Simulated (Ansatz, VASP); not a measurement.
**One calculation of Si2Ni, two programs**

```
CELL_PARAMETERS angstrom
0.00000 2.64782 2.64782
2.64782 0.00000 2.64782
2.64782 2.64782 0.00000
ATOMIC_POSITIONS crystal
Ni 0.00000 0.00000 0.00000
Si 0.75000 0.75000 0.75000
Si 0.25000 0.25000 0.25000
```

Alike in both runs: task single point; functional LDA; k mesh 9 × 9 × 9; occupations fermi-dirac, width 0.05 eV; collinear spin.

|  | VASP | Ansatz |
| --- | --- | --- |
| version | VASP 6.6.1 | Ansatz 0.2.0 |
| potentials or method | VASP PAW LDA potentials, release 64 (Ni, Si) | Ansatz PAW |
| plane-wave cutoff (eV) | 600 | 420 |
| valence electrons in the cell | 18 | 26 |

Ansatz gave:

| Item | Value |
| --- | --- |
| gap on the k mesh at the Fermi level (eV) | none |
| pressure (GPa) | 5.8 |
| net moment per atom (μB) | 0.00 |

**Question.** What did VASP give for the same quantities?

**Answer.** gap on the k mesh at the Fermi level (eV): none; pressure (GPa): 5.9; net moment per atom (μB): 0.00.

LDA's correlation is that of Perdew and Zunger in VASP and of Perdew and Wang (1992) in Ansatz. A gap of «none» marks a metal or a gap that the smearing closes. VASP's potentials hold 18 valence electrons a cell and Ansatz's 26, so a difference there can come from the potentials and not from the codes.
